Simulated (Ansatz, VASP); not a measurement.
## W: VASP beside Ansatz

```
CELL_PARAMETERS angstrom
0.00000 1.93110 1.93110
1.93110 0.00000 1.93110
1.93110 1.93110 0.00000
ATOMIC_POSITIONS crystal
W 0.00000 0.00000 0.00000
```

Change from the starting cell: volume scaled by 0.875, to set the pressure.

Alike in both runs: task single point; functional PBE; k mesh 17 × 17 × 17; occupations fermi-dirac, width 0.08 eV; no spin polarisation.

```csv
,VASP,Ansatz
version,VASP 6.6.1,Ansatz 0.2.0
potentials or method,"VASP PAW PBE potentials, release 64 (W_sv)","PAW with Ansatz's default frozen-core files, scalar-relativistic"
plane-wave cutoff (eV),520,420
valence electrons in the cell,14,14
```

Ansatz gave:

| Property | Result |
| --- | --- |
| pressure (GPa) | 48.8 |

Which values does VASP return?

Pressure (GPa): 50.1.

Both programs put the cell under a high pressure, so it lies far from rest at this level.

Spin-orbit coupling is off throughout.
